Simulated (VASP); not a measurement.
Al2P3: single point with PBE

The system is Al2P3.

```
Al P
1.0
     0.08220    0.42733    3.37712
     8.56812    0.01697    0.20359
     0.02182    6.33736    1.05585
Al P
4 6
Direct
  0.01229 0.79360 0.31143
  0.97380 0.70741 0.78167
  0.00167 0.09779 0.70823
  0.21352 0.42035 0.15734
  0.03467 0.46727 0.58193
  0.85117 0.03089 0.11732
  0.68473 0.61851 0.14063
  0.53404 0.88012 0.65493
  0.45438 0.33010 0.75882
  0.23971 0.15395 0.28769
```

```
Program                : VASP 6.6.1
Task                   : single point
Functional             : PBE
Potentials or basis    : VASP PAW PBE potentials, release 64 (Al, P)
Cutoff                 : 520 eV
k mesh                 : 8 × 4 × 4
Occupations            : gaussian, width 0.2 eV
Spin                   : no spin polarisation
Dipole correction      : no
Further INCAR settings : ALGO = Normal; EDIFF = 1e-06; NBANDS = 32
```

The pressure is -0.1 GPa, the largest force is 0.061 eV/Å and the band gap on the k mesh is zero (bands 21 and 22 overlap by 1.62 eV).

Forces on the atoms (eV/Å):
```
Al  -0.010 -0.003 -0.008
Al  -0.006  0.004 -0.008
Al   0.000  0.007  0.001
Al   0.019  0.001  0.009
P   -0.001  0.046 -0.003
P    0.019  0.047  0.003
P   -0.003 -0.005 -0.002
P    0.002 -0.005 -0.007
P    0.010 -0.040  0.009
P   -0.031 -0.053  0.007
```

Stress tensor (GPa, compression positive):
```
-0.05  0.06 -0.01
 0.06 -0.03  0.01
-0.01  0.01 -0.18
```

Levels at points of the mesh, in eV from the Fermi level:
```csv
k point,band 18,band 19,band 20,band 21,band 22,band 23,band 24,band 25
"(0.00, 0.00, 0.00)",-1.38,-1.23,-0.31,0.53,0.84,1.62,1.87,2.30
"(0.50, 0.00, 0.00)",-2.81,-2.41,-1.97,-0.95,-0.37,-0.03,0.16,0.50
"(0.00, 0.50, 0.00)",-1.34,-1.20,-0.91,0.19,0.71,1.93,1.95,2.24
"(0.50, 0.50, 0.00)",-3.08,-2.73,-1.79,-1.08,-0.64,0.64,0.97,1.36
"(0.00, 0.00, 0.50)",-2.57,-1.40,-1.11,0.45,0.75,1.53,1.85,2.01
"(0.50, 0.00, 0.50)",-2.69,-2.49,-2.34,-0.82,-0.59,-0.18,0.29,0.52
"(0.00, 0.50, 0.50)",-1.78,-1.43,-1.04,0.12,0.29,1.05,1.35,1.67
"(0.50, 0.50, 0.50)",-3.26,-2.68,-2.64,-0.88,-0.46,0.81,1.11,1.40
```

Run time: 3.6 min on 1 thread of Intel(R) Xeon(R) Platinum 8488C (Sapphire Rapids) (shared host), peak memory 0.45 GiB.
